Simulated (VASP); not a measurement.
# AlGa2N3 (I-4m2) in VASP: a series of runs

Runs on AlGa2N3. Level: PBE. Tasks: single point.

Program: VASP 6.6.1. These are calculated values, not measurements. Logs are shortened: lines on timing, memory, paths and dates and some standing lists are left out, and cuts for length are marked.

**1. The cell of the first run**

The structure is tetragonal, space group I-4m2 (No. 119). Conventional cell: a = 3.087 Å, b = 3.087 Å, c = 13.044 Å, α = 90.00°, β = 90.00°, γ = 90.00°. Within 2.5 Å of Al (site symmetry -4m2) lie 4 N at 1.85 Å. Ga (site symmetry 2mm) has 4 N at 1.90 to 1.91 Å within 2.5 Å. Within 2.5 Å of N (site symmetry 2mm) lie 2 Al at 1.85 Å and 2 Ga at 1.91 Å. Within 2.5 Å of N (site symmetry -4m2) lie 4 Ga at 1.90 Å.

**2. Single point, PBE (10.36 Å³/atom)**

Input file INCAR:

```
PREC = Accurate
ENCUT = 520
EDIFF = 1E-6
ISMEAR = 0
SIGMA = 0.02
LREAL = F
LASPH = T
NELM = 60
ALGO = Normal
ISIF = 2
LWAVE = F
LCHARG = F
GGA = PE
NBANDS = 31
```

Input file KPOINTS:

```
Automatic mesh
0
Gamma
  12 12 12
```

Input file POSCAR:

```
AlGa2N3
1.0
   -1.5436560681      1.5436560681      6.5221514664
    1.5436560681     -1.5436560681      6.5221514664
    1.5436560681      1.5436560681     -6.5221514664
Al Ga N
1 2 3
Direct
    0.5000000000      0.5000000000      0.0000000000
    0.8354856723      0.8354856723      0.0000000000
    0.1645143277      0.1645143277      0.0000000000
    0.4215756741      0.9215756741      0.5000000000
    0.0784243259      0.5784243259      0.5000000000
    0.7500000000      0.2500000000      0.5000000000
```

Potentials or basis: VASP PAW PBE potentials, release 64 (Al, Ga_d, N).

Started as:

```bash
> cat potpaw_PBE.64/Al/POTCAR potpaw_PBE.64/Ga_d/POTCAR potpaw_PBE.64/N/POTCAR > POTCAR
> mpirun -np 1 vasp_std > vasp.out
```

OUTCAR:

```text
PREC = Accurate
   ENCUT = 520
   EDIFF = 1E-6
   ISMEAR = 0
   LREAL = F
   LASPH = T
   NELM = 60
   ISIF = 2
   GGA = PE

 ion  position               nearest neighbor table
   1  0.500  0.500  0.000-   5 1.85   4 1.85   5 1.85   4 1.85   2 3.06   3 3.06   3 3.06   3 3.06
                             2 3.06   3 3.06   2 3.06   2 3.06
   2  0.835  0.835  0.000-   6 1.90   6 1.90   4 1.91   4 1.91   1 3.06   1 3.06   1 3.06   1 3.06

   3  0.165  0.165  0.000-   6 1.90   6 1.90   5 1.91   5 1.91   1 3.06   1 3.06   1 3.06   1 3.06

   4  0.422  0.922  0.500-   1 1.85   1 1.85   2 1.91   2 1.91
   5  0.078  0.578  0.500-   1 1.85   1 1.85   3 1.91   3 1.91
   6  0.750  0.250  0.500-   3 1.90   2 1.90   2 1.90   3 1.90

  LATTYP: Found a body centered tetragonal cell.
 ALAT       =     3.0873121362
 C/A-ratio  =     4.2251325287

  Lattice vectors:

 A1 = (  -1.5436560681,   1.5436560681,   6.5221514664)
 A2 = (   1.5436560681,  -1.5436560681,   6.5221514664)
 A3 = (   1.5436560681,   1.5436560681,  -6.5221514664)

Analysis of symmetry for initial positions (statically):
=====================================================================
 Subroutine PRICEL returns:
 Original cell was already a primitive cell.

 Routine SETGRP: Setting up the symmetry group for a
 body centered tetragonal supercell.

 Subroutine GETGRP returns: Found  8 space group operations
 (whereof  8 operations were pure point group operations)
 out of a pool of 16 trial point group operations.

The static configuration has the point symmetry D_2d.

Analysis of symmetry for dynamics (positions and initial velocities):
=====================================================================
 Subroutine PRICEL returns:
 Original cell was already a primitive cell.

 Routine SETGRP: Setting up the symmetry group for a
 body centered tetragonal supercell.

 Subroutine GETGRP returns: Found  8 space group operations
 (whereof  8 operations were pure point group operations)
 out of a pool of 16 trial point group operations.

The dynamic configuration has the point symmetry D_2d.

 Subroutine INISYM returns: Found  8 space group operations
 (whereof  8 operations are pure point group operations),
 and found     1 'primitive' translations

----------------------------------------------------------------------------------------

                                     Primitive cell

  volume of cell :      62.1659

  direct lattice vectors                    reciprocal lattice vectors
    -1.543656068  1.543656068  6.522151466     0.000000000  0.323906348  0.076661820
     1.543656068 -1.543656068  6.522151466     0.323906348  0.000000000  0.076661820
     1.543656068  1.543656068 -6.522151466     0.323906348  0.323906348  0.000000000

  length of vectors
     6.877805454  6.877805454  6.877805454     0.332854859  0.332854859  0.458072751

  position of ions in fractional coordinates (direct lattice)
     0.500000000  0.500000000  0.000000000
     0.835485672  0.835485672  0.000000000
     0.164514328  0.164514328  0.000000000
     0.421575674  0.921575674  0.500000000
     0.078424326  0.578424326  0.500000000
     0.750000000  0.250000000  0.500000000

  ion indices of the primitive-cell ions
   primitive index   ion index
                 1           1
                 2           2
                 3           3
                 4           4
                 5           5
                 6           6

----------------------------------------------------------------------------------------

 KPOINTS: Automatic mesh

Automatic generation of k-mesh.
 Grid dimensions read from file:
 generate k-points for:   12   12   12

 Generating k-lattice:

  Cartesian coordinates                     Fractional coordinates (reciprocal lattice)
     0.000000000  0.026992196  0.006388485     0.083333333 -0.000000000  0.000000000
     0.026992196  0.000000000  0.006388485    -0.000000000  0.083333333  0.000000000
     0.026992196  0.026992196  0.000000000     0.000000000  0.000000000  0.083333333

  Length of vectors
     0.027737905  0.027737905  0.038172729

  Shift w.r.t. Gamma in fractional coordinates (k-lattice)
     0.000000000  0.000000000  0.000000000

 Subroutine IBZKPT returns following result:
 ===========================================

 Found    163 irreducible k-points:

 Following reciprocal coordinates:
            Coordinates               Weight
  0.000000  0.000000  0.000000      1.000000
  0.083333  0.000000  0.000000      8.000000
  0.166667  0.000000  0.000000      8.000000
  0.250000  0.000000 -0.000000      8.000000
  0.333333  0.000000  0.000000      8.000000
  0.416667 -0.000000  0.000000      8.000000
[... 16 lines left out ...]
  0.500000  0.166667 -0.000000     16.000000
 -0.416667  0.166667 -0.000000     16.000000
 [... further k-points ...]
   k-points           NKPTS =    163   k-points in BZ     NKDIM =    163   number of bands    NBANDS=     31
   number of dos      NEDOS =    301   number of ions     NIONS =      6
   total plane-waves  NPLWV = 157464
   dimension x,y,z NGX =    54 NGY =   54 NGZ =   54
   dimension x,y,z NGXF=   108 NGYF=  108 NGZF=  108
   ions per type =               1   2   3
   NGX,Y,Z   is equivalent  to a cutoff of  13.05, 13.05, 13.05 a.u.
   NGXF,Y,Z  is equivalent  to a cutoff of  26.11, 26.11, 26.11 a.u.
 SYSTEM =  unknown system
   PREC   = accura    normal or accurate (medium, high low for compatibility)
   ISTART =      0    job   : 0-new  1-cont  2-samecut
   ICHARG =      2    charge: 1-file 2-atom 10-const
   ISPIN  =      1    spin polarized calculation?
   LNONCOLLINEAR =      F non collinear calculations
   LSORBIT =      F    spin-orbit coupling
   LASPH  =      T    aspherical Exc in radial PAW
   ENCUT  =  520.0 eV  38.22 Ry    6.18 a.u.  12.79 12.79 12.79*2*pi/ulx,y,z
   NELM   =     60;   NELMIN=  2; NELMDL= -5     # of ELM steps
   EDIFF  = 0.1E-05   stopping-criterion for ELM
   LREAL  =      F    real-space projection
   EDIFFG = 0.1E-04   stopping-criterion for IOM
   NSW    =      0    number of steps for IOM
   IBRION =     -1    ionic relax: 0-MD 1-quasi-New 2-CG
   NFREE  =      0    steps in history (QN), initial steepest desc. (CG)
   ISIF   =      2    stress and relaxation
   ISYM   =      2    0-nonsym 1-usesym 2-fastsym
   POTIM  = 0.5000    time-step for ionic-motion
   TEBEG  =    0.0;   TEEND  =   0.0 temperature during run
   PSTRESS=    0.0 pullay stress
   NELECT =      44.0000    total number of electrons
   NUPDOWN=      -1.0000    fix difference up-down
   EMIN   =  10.00;   EMAX   =-10.00  energy-range for DOS
   EFERMI =   0.00;   METHOD = LEGACY
   ISMEAR =     0;   SIGMA  =   0.02  broadening in eV -4-tet -1-fermi 0-gaus
   EFERMI_NEDOS =   21; number of points for ismear=-14 and -15
   IALGO  =     38    algorithm
   IMIX   =      4    mixing-type and parameters
     AMIX     =   0.40;   BMIX     =  1.00
     AMIX_MAG =   1.60;   BMIX_MAG =  1.00
  volume/ion in A,a.u.               =      10.36        69.92
  Fermi-wavevector in a.u.,A,eV,Ry     =   1.458954  2.757024 28.960655  2.128548
  Thomas-Fermi vector in A             =   2.575578
   LORBIT       =      0    0 simple, 1 ext, 2 COOP (PROOUT), +10 PAW based schemes
   GGA     = PE    functional components
   LHFCALC =     F    Hartree Fock is set to
   AEXX    =    0.0000 exact exchange contribution
   IVDW    =     0    specifies the selected vdW correction
   LEPSILON=     F    determine dielectric tensor
   LRPA    =     F    only Hartree local field effects (RPA)
 non-spin polarized calculation
 Gauss-broadening in eV      SIGMA  =   0.02
  energy-cutoff  :      520.00
  volume of cell :       62.17
 maximum number of plane-waves:      1690
 NGX is ok and might be reduce to    54
   NGX = 25   NGY = 25   NGZ = 25

 number of electron      43.9999995 magnetization

 Free energy of the ion-electron system (eV)
  ---------------------------------------------------
  ext. energy  EPLUGINS =         0.00000000
  ---------------------------------------------------
  free energy    TOTEN  =       -38.77363333 eV

  energy without entropy =      -38.77363333  energy(sigma->0) =      -38.77363333

 E-fermi :   6.3844     XC(G=0): -11.7933

 val. band max:        6.2776625047   @ k =   0.0000   0.0000   0.0000
 cond. band min:       9.1868188535   @ k =   0.0000   0.0000   0.0000
 fundamental gap:      2.9091563488
 Fermi energy:         6.3844264410

 k-point     1 :       0.0000    0.0000    0.0000
  band No.  band energies     occupation
      1      -9.9479      2.00000
      2      -8.8275      2.00000
      3      -8.3085      2.00000
      4      -6.9279      2.00000
      5      -6.9279      2.00000
      6      -6.8998      2.00000
[... 23 lines left out ...]
     30      17.6535      0.00000
     31      17.7988      0.00000

 k-point     2 :       0.0833    0.0000    0.0000
  band No.  band energies     occupation
      1      -9.8819      2.00000
      2      -8.8223      2.00000
      3      -8.2961      2.00000
      4      -6.9276      2.00000
      5      -6.9248      2.00000
      6      -6.8925      2.00000
[... 23 lines left out ...]
     30      17.7293      0.00000
     31      17.8882      0.00000

 k-point     3 :       0.1667    0.0000    0.0000
  band No.  band energies     occupation
      1      -9.6949      2.00000
      2      -8.8036      2.00000
      3      -8.2700      2.00000
      4      -6.9160      2.00000
      5      -6.9102      2.00000
      6      -6.8921      2.00000
[... 23 lines left out ...]
     30      17.8621      0.00000
     31      17.9123      0.00000

 k-point     4 :       0.2500    0.0000   -0.0000
  band No.  band energies     occupation
      1      -9.4246      2.00000
      2      -8.7657      2.00000
      3      -8.2516      2.00000
      4      -6.9100      2.00000
      5      -6.9034      2.00000
      6      -6.8492      2.00000
[... 23 lines left out ...]
     30      17.7654      0.00000
     31      18.0213      0.00000

 k-point     5 :       0.3333    0.0000    0.0000
  band No.  band energies     occupation
      1      -9.1484      2.00000
      2      -8.6972      2.00000
      3      -8.2555      2.00000
      4      -6.9182      2.00000
      5      -6.8893      2.00000
      6      -6.8005      2.00000
[... 23 lines left out ...]
     30      17.4655      0.00000
     31      17.6502      0.00000
[... 542 lines left out ...]
     30      17.1373      0.00000
     31      17.9808      0.00000

 k-point    22 :       0.4167    0.1667    0.0000
  band No.  band energies     occupation
      1      -8.8877      2.00000
      2      -8.4860      2.00000
      3      -8.2193      2.00000
      4      -6.8744      2.00000
      5      -6.8619      2.00000
      6      -6.8229      2.00000
[... 23 lines left out ...]
     30      17.2136      0.00000
     31      17.8903      0.00000

 k-point    23 :       0.5000    0.1667   -0.0000
  band No.  band energies     occupation
      1      -8.8564      2.00000
      2      -8.4090      2.00000
      3      -8.2468      2.00000
      4      -6.8700      2.00000
      5      -6.8603      2.00000
      6      -6.8279      2.00000
[... 23 lines left out ...]
     30      17.3252      0.00000
     31      17.8842      0.00000

 k-point    24 :      -0.4167    0.1667   -0.0000
  band No.  band energies     occupation
      1      -8.8928      2.00000
      2      -8.4785      2.00000
      3      -8.2269      2.00000
      4      -6.8731      2.00000
      5      -6.8628      2.00000
      6      -6.8246      2.00000
[... 23 lines left out ...]
     30      17.3995      0.00000
     31      17.9952      0.00000

 [... further k-points ...]

------------------------ aborting loop because EDIFF is reached ----------------------------------------

  FORCE on cell =-STRESS in cart. coord.  units (eV):
  Direction    XX          YY          ZZ          XY          YZ          ZX
  --------------------------------------------------------------------------------------
  -------------------------------------------------------------------------------------
  Total        7.9685237      7.9685237      7.9424402      0.0000000     -0.0000000      0.0000000
  in kB      205.3697579    205.3697579    204.6975161      0.0000000     -0.0000000      0.0000000
  external PRESSURE =     205.1456773 kB  Pullay stress =       0.0000000 kB

 VOLUME and BASIS-vectors are now :
 -----------------------------------------------------------------------------
  energy-cutoff  :      520.00
  volume of cell :       62.17
      direct lattice vectors                 reciprocal lattice vectors
    -1.543656068  1.543656068  6.522151466     0.000000000  0.323906348  0.076661820
     1.543656068 -1.543656068  6.522151466     0.323906348  0.000000000  0.076661820
     1.543656068  1.543656068 -6.522151466     0.323906348  0.323906348  0.000000000

 POSITION                                       TOTAL-FORCE (eV/Angst)
 -----------------------------------------------------------------------------------
      0.00000      0.00000      6.52215         0.000000     -0.000000     -0.000000
      0.00000      0.00000     10.89833         0.000000     -0.000000      0.005377
      0.00000      0.00000      2.14597         0.000000     -0.000000     -0.005377
      1.54366      0.00000      5.49916        -0.000000      0.000000      0.014771
      1.54366      0.00000      1.02299        -0.000000      0.000000     -0.014771
     -0.00000      1.54366      3.26108         0.000000     -0.000000      0.000000
 -----------------------------------------------------------------------------------
    total drift:                                0.000000     -0.000000     -0.000000

  FREE ENERGIE OF THE ION-ELECTRON SYSTEM (eV)
  ---------------------------------------------------
  free  energy   TOTEN  =       -38.7736333329 eV

  energy  without entropy=      -38.7736333329  energy(sigma->0) =      -38.77363333
```

Run time: 14 min. Hardware: 1 thread of Intel Xeon Platinum 8559C (Emerald Rapids), shared host; peak memory 0.55 GiB.

Results:

* Free energy: -38.7736 eV
* Pressure: 20.5 GPa
* Largest force: 0.015 eV/Å
* Band gap on the k mesh: 2.91 eV

Forces in eV/Å, atoms in the order of the input:
```
Al   0.000  0.000  0.000
Ga   0.000  0.000  0.005
Ga   0.000  0.000 -0.005
N    0.000  0.000  0.015
N    0.000  0.000 -0.015
N    0.000  0.000  0.000
```

Caveat: the cell stands under pressure.

**3. Single point, PBE (10.70 Å³/atom)**

This run uses another cell than the first one, of 10.70 Å³/atom.

Input file INCAR:

```
ALGO     = Normal         # electronic algorithm
EDIFF    = 1E-6           # SCF threshold, eV
ENCUT    = 520            # plane-wave cutoff, eV
GGA      = PE             # functional
ISIF     = 2              # what is computed and relaxed
ISMEAR   = 0              # smearing method
LASPH    = True           # aspherical terms in the spheres
LCHARG   = False          # write CHGCAR
LREAL    = False          # projectors in reciprocal space
LWAVE    = False          # write WAVECAR
NBANDS   = 31             # bands
NELM     = 80             # most SCF steps
PREC     = Accurate       # precision mode
SIGMA    = 0.02           # smearing width, eV
```

Input file KPOINTS:

```
k-points
0
Gamma
  12 12 12
```

Input file POSCAR:

```
AlGa2N3
1.0
   -1.5601357945      1.5601357945      6.5955896587
    1.5601357945     -1.5601357945      6.5955896587
    1.5601357945      1.5601357945     -6.5955896587
Al Ga N
1 2 3
Direct
    0.5000000000      0.5000000000      0.0000000000
    0.8354344948      0.8354344948      0.0000000000
    0.1645655052      0.1645655052      0.0000000000
    0.4215389247      0.9215389247      0.5000000000
    0.0784610753      0.5784610753      0.5000000000
    0.7500000000      0.2500000000      0.5000000000
```

Potentials or basis: VASP PAW PBE potentials, release 64 (Al, Ga_d, N).

Started as:

```bash
> cat potpaw_PBE.64/Al/POTCAR potpaw_PBE.64/Ga_d/POTCAR potpaw_PBE.64/N/POTCAR > POTCAR
> mpirun -np 1 vasp_std > vasp.out
```

Run time: 16 min. Hardware: 1 thread of Intel Xeon Platinum 8559C (Emerald Rapids), shared host; peak memory 0.57 GiB.

Results (log left out):

| Property | Result |
| --- | --- |
| Free energy | -38.9848 eV |
| Pressure | 12.6 GPa |
| Largest force | 0.017 eV/Å |
| Band gap on the k mesh | 2.68 eV |

Forces on the atoms (eV/Å):
```
Al   0.000  0.000  0.000
Ga   0.000  0.000  0.004
Ga   0.000  0.000 -0.004
N    0.000  0.000  0.017
N    0.000  0.000 -0.017
N    0.000  0.000  0.000
```

Levels at points of the mesh, in eV from the valence-band top:
```csv
k point,band 18,band 19,band 20,band 21,band 22,band 23,band 24,band 25,band 26,band 27
"(0.00, 0.00, 0.00)",-1.87,-1.87,-0.13,0.00,0.00,2.68,4.59,4.59,7.67,8.28
"(0.50, 0.00, 0.00)",-2.29,-1.21,-0.85,-0.84,-0.73,5.51,6.52,7.64,7.81,8.21
"(0.50, 0.50, 0.00)",-3.41,-3.22,-3.21,-2.52,-2.50,3.31,5.27,5.47,7.04,8.42
"(0.50, 0.50, 0.50)",-1.60,-1.00,-1.00,-0.52,-0.52,3.37,4.57,4.82,7.41,9.39
```

Caveat: the cell stands under pressure. A k mesh can miss the band edges.

(Continued in part 2 of 2.)
